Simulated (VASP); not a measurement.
# AlRu (rocksalt type) (Fm-3m) in VASP: notebook

Runs on AlRu (rocksalt type). Level: PBE. Tasks: single point.

Everything below comes from runs of VASP 6.6.1. Logs are shortened: lines on timing, memory, paths and dates and some standing lists are left out, and cuts for length are marked.

### 1 The cell of the first run

The structure is cubic, space group Fm-3m (No. 225). Conventional cell: a = 4.085 Å, b = 4.085 Å, c = 4.085 Å, α = 90.00°, β = 90.00°, γ = 90.00°. Within 2.7 Å of Ru (site symmetry m-3m) lie 6 Al at 2.04 Å. Al (site symmetry m-3m) has 6 Ru at 2.04 Å within 2.7 Å.

### 2 Single point, PBE (8.52 Å³/atom)

Input file INCAR:

```
  PREC = Accurate
  ENCUT = 520
  EDIFF = 1E-6
  ISMEAR = -1
  SIGMA = 0.1
  LREAL = F
  LASPH = T
  NELM = 80
  ALGO = Normal
  ISIF = 2
  LWAVE = F
  LCHARG = F
  GGA = PE
  NBANDS = 16
```

Input file KPOINTS:

```
regular mesh
0
Gamma
  14 14 14
```

Input file POSCAR:

```
AlRu
1.0
    0.0000000000      2.0424383901      2.0424383901
    2.0424383901      0.0000000000      2.0424383901
    2.0424383901      2.0424383901      0.0000000000
Ru Al
1 1
Direct
    0.0000000000      0.0000000000      0.0000000000
    0.5000000000      0.5000000000      0.5000000000
```

Potentials or basis: VASP PAW PBE potentials, release 64 (Ru_pv, Al).

Command:

```console
cat potpaw_PBE.64/Ru_pv/POTCAR potpaw_PBE.64/Al/POTCAR > POTCAR
mpirun -np 1 vasp_std > vasp.out
```

OUTCAR:

```text
PREC = Accurate
   ENCUT = 520
   EDIFF = 1E-6
   ISMEAR = -1
   LREAL = F
   LASPH = T
   NELM = 80
   ISIF = 2
   GGA = PE

 ion  position               nearest neighbor table
   1  0.000  0.000  0.000-   2 2.04   2 2.04   2 2.04   2 2.04   2 2.04   2 2.04
   2  0.500  0.500  0.500-   1 2.04   1 2.04   1 2.04   1 2.04   1 2.04   1 2.04

  LATTYP: Found a face centered cubic cell.
 ALAT       =     4.0848767802

  Lattice vectors:

 A1 = (   0.0000000000,   2.0424383901,   2.0424383901)
 A2 = (   2.0424383901,   0.0000000000,   2.0424383901)
 A3 = (   2.0424383901,   2.0424383901,   0.0000000000)

Analysis of symmetry for initial positions (statically):
=====================================================================
 Subroutine PRICEL returns:
 Original cell was already a primitive cell.

 Routine SETGRP: Setting up the symmetry group for a
 face centered cubic supercell.

 Subroutine GETGRP returns: Found 48 space group operations
 (whereof 48 operations were pure point group operations)
 out of a pool of 48 trial point group operations.

The static configuration has the point symmetry O_h .

Analysis of symmetry for dynamics (positions and initial velocities):
=====================================================================
 Subroutine PRICEL returns:
 Original cell was already a primitive cell.

 Routine SETGRP: Setting up the symmetry group for a
 face centered cubic supercell.

 Subroutine GETGRP returns: Found 48 space group operations
 (whereof 48 operations were pure point group operations)
 out of a pool of 48 trial point group operations.

The dynamic configuration has the point symmetry O_h .

 Subroutine INISYM returns: Found 48 space group operations
 (whereof 48 operations are pure point group operations),
 and found     1 'primitive' translations

----------------------------------------------------------------------------------------

                                     Primitive cell

  volume of cell :      17.0403

  direct lattice vectors                    reciprocal lattice vectors
     0.000000000  2.042438390  2.042438390    -0.244805426  0.244805426  0.244805426
     2.042438390  0.000000000  2.042438390     0.244805426 -0.244805426  0.244805426
     2.042438390  2.042438390  0.000000000     0.244805426  0.244805426 -0.244805426

  length of vectors
     2.888444072  2.888444072  2.888444072     0.424015436  0.424015436  0.424015436

  position of ions in fractional coordinates (direct lattice)
     0.000000000  0.000000000  0.000000000
     0.500000000  0.500000000  0.500000000

  ion indices of the primitive-cell ions
   primitive index   ion index
                 1           1
                 2           2

----------------------------------------------------------------------------------------

 KPOINTS: regular mesh

Automatic generation of k-mesh.
 Grid dimensions read from file:
 generate k-points for:   14   14   14

 Generating k-lattice:

  Cartesian coordinates                     Fractional coordinates (reciprocal lattice)
    -0.017486102  0.017486102  0.017486102     0.071428571  0.000000000  0.000000000
     0.017486102 -0.017486102  0.017486102     0.000000000  0.071428571  0.000000000
     0.017486102  0.017486102 -0.017486102     0.000000000  0.000000000  0.071428571

  Length of vectors
     0.030286817  0.030286817  0.030286817

  Shift w.r.t. Gamma in fractional coordinates (k-lattice)
     0.000000000  0.000000000  0.000000000

 Subroutine IBZKPT returns following result:
 ===========================================

 Found    104 irreducible k-points:

 Following reciprocal coordinates:
            Coordinates               Weight
  0.000000  0.000000  0.000000      1.000000
  0.071429  0.000000  0.000000      8.000000
  0.142857  0.000000  0.000000      8.000000
  0.214286  0.000000  0.000000      8.000000
  0.285714  0.000000  0.000000      8.000000
  0.357143  0.000000  0.000000      8.000000
[... 16 lines left out ...]
  0.214286  0.142857  0.000000     24.000000
  0.285714  0.142857  0.000000     24.000000
 [... further k-points ...]
   k-points           NKPTS =    104   k-points in BZ     NKDIM =    104   number of bands    NBANDS=     16
   number of dos      NEDOS =    301   number of ions     NIONS =      2
   total plane-waves  NPLWV =  13824
   dimension x,y,z NGX =    24 NGY =   24 NGZ =   24
   dimension x,y,z NGXF=    48 NGYF=   48 NGZF=   48
   ions per type =               1   1
   NGX,Y,Z   is equivalent  to a cutoff of  13.81, 13.81, 13.81 a.u.
   NGXF,Y,Z  is equivalent  to a cutoff of  27.63, 27.63, 27.63 a.u.
 SYSTEM =  unknown system
   PREC   = accura    normal or accurate (medium, high low for compatibility)
   ISTART =      0    job   : 0-new  1-cont  2-samecut
   ICHARG =      2    charge: 1-file 2-atom 10-const
   ISPIN  =      1    spin polarized calculation?
   LNONCOLLINEAR =      F non collinear calculations
   LSORBIT =      F    spin-orbit coupling
   LASPH  =      T    aspherical Exc in radial PAW
   ENCUT  =  520.0 eV  38.22 Ry    6.18 a.u.   5.37  5.37  5.37*2*pi/ulx,y,z
   NELM   =     80;   NELMIN=  2; NELMDL= -5     # of ELM steps
   EDIFF  = 0.1E-05   stopping-criterion for ELM
   LREAL  =      F    real-space projection
   EDIFFG = 0.1E-04   stopping-criterion for IOM
   NSW    =      0    number of steps for IOM
   IBRION =     -1    ionic relax: 0-MD 1-quasi-New 2-CG
   NFREE  =      0    steps in history (QN), initial steepest desc. (CG)
   ISIF   =      2    stress and relaxation
   ISYM   =      2    0-nonsym 1-usesym 2-fastsym
   POTIM  = 0.5000    time-step for ionic-motion
   TEBEG  =    0.0;   TEEND  =   0.0 temperature during run
   PSTRESS=    0.0 pullay stress
   NELECT =      17.0000    total number of electrons
   NUPDOWN=      -1.0000    fix difference up-down
   EMIN   =  10.00;   EMAX   =-10.00  energy-range for DOS
   EFERMI =   0.00;   METHOD = LEGACY
   ISMEAR =    -1;   SIGMA  =   0.10  broadening in eV -4-tet -1-fermi 0-gaus
   EFERMI_NEDOS =   21; number of points for ismear=-14 and -15
   IALGO  =     38    algorithm
   IMIX   =      4    mixing-type and parameters
     AMIX     =   0.40;   BMIX     =  1.00
     AMIX_MAG =   1.60;   BMIX_MAG =  1.00
  volume/ion in A,a.u.               =       8.52        57.50
  Fermi-wavevector in a.u.,A,eV,Ry     =   1.635807  3.091228 36.407366  2.675866
  Thomas-Fermi vector in A             =   2.727219
   LORBIT       =      0    0 simple, 1 ext, 2 COOP (PROOUT), +10 PAW based schemes
   GGA     = PE    functional components
   LHFCALC =     F    Hartree Fock is set to
   AEXX    =    0.0000 exact exchange contribution
   IVDW    =     0    specifies the selected vdW correction
   LEPSILON=     F    determine dielectric tensor
   LRPA    =     F    only Hartree local field effects (RPA)
 non-spin polarized calculation
  energy-cutoff  :      520.00
  volume of cell :       17.04
 maximum number of plane-waves:       471
 NGX is ok and might be reduce to    24
   NGX = 11   NGY = 11   NGZ = 11

 number of electron      17.0000000 magnetization

 Free energy of the ion-electron system (eV)
  ---------------------------------------------------
  ext. energy  EPLUGINS =         0.00000000
  ---------------------------------------------------
  free energy    TOTEN  =        -4.92775146 eV

  energy without entropy =       -4.90278526  energy(sigma->0) =       -4.91526836

 E-fermi :  19.4703     XC(G=0): -14.9681

 val. band max:       19.3498265161   @ k =  -0.4286   0.1429   0.0714
 cond. band min:      19.4781639998   @ k =   0.5000   0.5000   0.0000
 fundamental gap:      0.1283374837
 Fermi energy:        19.4702595617

 k-point     1 :       0.0000    0.0000    0.0000
  band No.  band energies     occupation
      1     -23.3767      2.00000
      2     -23.3767      2.00000
      3     -23.3767      2.00000
      4       6.5325      2.00000
      5      14.0809      2.00000
      6      14.0809      2.00000
[... 8 lines left out ...]
     15      39.2760      0.00000
     16      39.2760      0.00000

 k-point     2 :       0.0714    0.0000    0.0000
  band No.  band energies     occupation
      1     -23.4139      2.00000
      2     -23.3832      2.00000
      3     -23.3832      2.00000
      4       6.7159      2.00000
      5      13.9536      2.00000
      6      14.1723      2.00000
[... 8 lines left out ...]
     15      38.4919      0.00000
     16      38.8371      0.00000

 k-point     3 :       0.1429    0.0000    0.0000
  band No.  band energies     occupation
      1     -23.5170      2.00000
      2     -23.4011      2.00000
      3     -23.4011      2.00000
      4       7.2396      2.00000
      5      13.6448      2.00000
      6      14.3240      2.00000
[... 8 lines left out ...]
     15      36.8557      0.00000
     16      37.5217      0.00000

 k-point     4 :       0.2143    0.0000    0.0000
  band No.  band energies     occupation
      1     -23.6637      2.00000
      2     -23.4270      2.00000
      3     -23.4270      2.00000
      4       8.0145      2.00000
      5      13.3298      2.00000
      6      14.2522      2.00000
[... 8 lines left out ...]
     15      35.6263      0.00000
     16      35.6263      0.00000
[... 324 lines left out ...]
 k-point    22 :       0.1429    0.1429    0.0000
  band No.  band energies     occupation
      1     -23.5262      2.00000
      2     -23.4252      2.00000
      3     -23.4252      2.00000
      4       7.4714      2.00000
      5      13.2740      2.00000
      6      14.6097      2.00000
[... 8 lines left out ...]
     15      36.3674      0.00000
     16      36.3674      0.00000

 k-point    23 :       0.2143    0.1429    0.0000
  band No.  band energies     occupation
      1     -23.6200      2.00000
      2     -23.4507      2.00000
      3     -23.4486      2.00000
      4       8.0527      2.00000
      5      12.9311      2.00000
      6      14.2243      2.00000
[... 8 lines left out ...]
     15      35.0811      0.00000
     16      35.4227      0.00000

 k-point    24 :       0.2857    0.1429    0.0000
  band No.  band energies     occupation
      1     -23.7454      2.00000
      2     -23.4790      2.00000
      3     -23.4790      2.00000
      4       8.8357      2.00000
      5      12.6723      2.00000
      6      13.8196      2.00000
[... 8 lines left out ...]
     15      33.9472      0.00000
     16      34.6398      0.00000

 [... further k-points ...]
[... 5 lines left out ...]
  --------------------------------------------------------------------------------------
  -------------------------------------------------------------------------------------
  Total       31.8827724     31.8827724     31.8827724     -0.0000000     -0.0000000      0.0000000
  in kB     2997.7110639   2997.7110639   2997.7110639     -0.0000000     -0.0000000      0.0000000
  external PRESSURE =    2997.7110639 kB  Pullay stress =       0.0000000 kB

 VOLUME and BASIS-vectors are now :
 -----------------------------------------------------------------------------
  energy-cutoff  :      520.00
  volume of cell :       17.04
      direct lattice vectors                 reciprocal lattice vectors
     0.000000000  2.042438390  2.042438390    -0.244805426  0.244805426  0.244805426
     2.042438390  0.000000000  2.042438390     0.244805426 -0.244805426  0.244805426
     2.042438390  2.042438390  0.000000000     0.244805426  0.244805426 -0.244805426

 POSITION                                       TOTAL-FORCE (eV/Angst)
 -----------------------------------------------------------------------------------
      0.00000      0.00000      0.00000        -0.000000     -0.000000     -0.000000
      2.04244      2.04244      2.04244         0.000000      0.000000      0.000000
 -----------------------------------------------------------------------------------
    total drift:                                0.000000     -0.000000     -0.000000

  FREE ENERGIE OF THE ION-ELECTRON SYSTEM (eV)
  ---------------------------------------------------
  free  energy   TOTEN  =        -4.9277514565 eV

  energy  without entropy=       -4.9027852588  energy(sigma->0) =       -4.91526836
```

It took 24 s on 1 thread of Intel Xeon 8259CL, shared host; peak memory 0.16 GiB.

Results:

```yaml
Free_energy: -4.9278 eV
Pressure: 299.8 GPa
Band_gap_on_the_k_mesh: zero (an odd number of electrons rules out a gap without spin polarisation)
```

Caveat: the cell stands under pressure; an empty level that is flat over the whole mesh can mark a ghost state of the potentials, or a narrow d or f band.

### 3 Single point, PBE (8.52 Å³/atom)

Input file INCAR:

```
SYSTEM = AlRu
ALGO = Normal ; EDIFF = 1E-7
ENCUT = 520 ; GGA = PE
ISIF = 2 ; ISMEAR = -1
LASPH = .True. ; LCHARG = .False.
LREAL = .False. ; LWAVE = .False.
NBANDS = 16 ; NELM = 60
PREC = Accurate ; SIGMA = 0.1
```

Input file KPOINTS:

```
k-points
0
Gamma
  14 14 14
  0 0 0
```

POSCAR is that of step 2.

Potentials or basis: VASP PAW PBE potentials, release 64 (Ru_pv, Al).

Command:

```console
cat potpaw_PBE.64/Ru_pv/POTCAR potpaw_PBE.64/Al/POTCAR > POTCAR
mpirun -np 1 vasp_std > vasp.out
```

Run time: 27 s. Hardware: 1 thread of Intel Xeon 8259CL, shared host; peak memory 0.16 GiB.

Results (log left out):

- Free energy: -4.9278 eV
- Pressure: 299.8 GPa
- Band gap on the k mesh: zero (an odd number of electrons rules out a gap without spin polarisation)

Levels at points of the mesh, in eV from the Fermi level:
| k point | band 5 | band 6 | band 7 | band 8 | band 9 | band 10 | band 11 | band 12 | band 13 | band 14 |
| --- | --- | --- | --- | --- | --- | --- | --- | --- | --- | --- |
| (0.00, 0.00, 0.00) | -5.39 | -5.39 | -5.39 | -4.21 | -4.21 | 8.91 | 10.11 | 10.11 | 10.11 | 12.74 |
| (0.50, 0.00, 0.00) | -5.88 | -5.88 | -4.96 | -0.93 | -0.93 | 3.70 | 8.18 | 9.62 | 9.62 | 12.74 |
| (0.50, 0.50, 0.00) | -8.66 | -3.59 | -2.39 | 0.01 | 0.01 | 4.11 | 4.11 | 5.03 | 12.74 | 15.89 |

Caveat: the cell stands under pressure; an empty level that is flat over the whole mesh can mark a ghost state of the potentials, or a narrow d or f band.

### 4 Single point, PBE (9.91 Å³/atom)

This run uses another cell than the first one, of 9.91 Å³/atom.

Input file INCAR:

```
SYSTEM = AlRu
PREC = Accurate
ENCUT = 520
EDIFF = 1E-6
ISMEAR = -1
SIGMA = 0.1
LREAL = .FALSE.
LASPH = .TRUE.
NELM = 80
ALGO = Normal
ISIF = 2
LWAVE = .FALSE.
LCHARG = .FALSE.
GGA = PE
NBANDS = 16
```

Input file KPOINTS:

```
Automatic mesh
0
G
  14 14 14
  0 0 0
```

Input file POSCAR:

```
AlRu
1.0
    0.0000000000      2.1482660235      2.1482660235
    2.1482660235      0.0000000000      2.1482660235
    2.1482660235      2.1482660235      0.0000000000
Ru Al
1 1
Direct
    0.0000000000      0.0000000000      0.0000000000
    0.5000000000      0.5000000000      0.5000000000
```

Command:

```console
cat potpaw_PBE.64/Ru_pv/POTCAR potpaw_PBE.64/Al/POTCAR > POTCAR
mpirun -np 1 vasp_std > vasp.out
```

Wall time 26 s (1 thread of Intel Xeon 8259CL, shared host); peak memory 0.16 GiB.

It converged, with:

```yaml
Free_energy: -8.8423 eV
Pressure: 163.6 GPa
Band_gap_on_the_k_mesh: zero (an odd number of electrons rules out a gap without spin polarisation)
```

Levels at points of the mesh, in eV from the Fermi level:
```csv
k point,band 5,band 6,band 7,band 8,band 9,band 10,band 11,band 12,band 13,band 14
"(0.00, 0.00, 0.00)",-4.19,-4.19,-4.19,-3.32,-3.32,9.16,9.16,9.16,9.52,12.73
"(0.50, 0.00, 0.00)",-4.99,-4.87,-4.87,-0.69,-0.69,2.85,8.13,9.34,9.34,12.73
"(0.50, 0.50, 0.00)",-6.89,-3.40,-1.86,0.08,0.08,3.54,3.54,4.10,12.73,14.13
```

Caveat: the cell stands under pressure; an empty level that is flat over the whole mesh can mark a ghost state of the potentials, or a narrow d or f band.
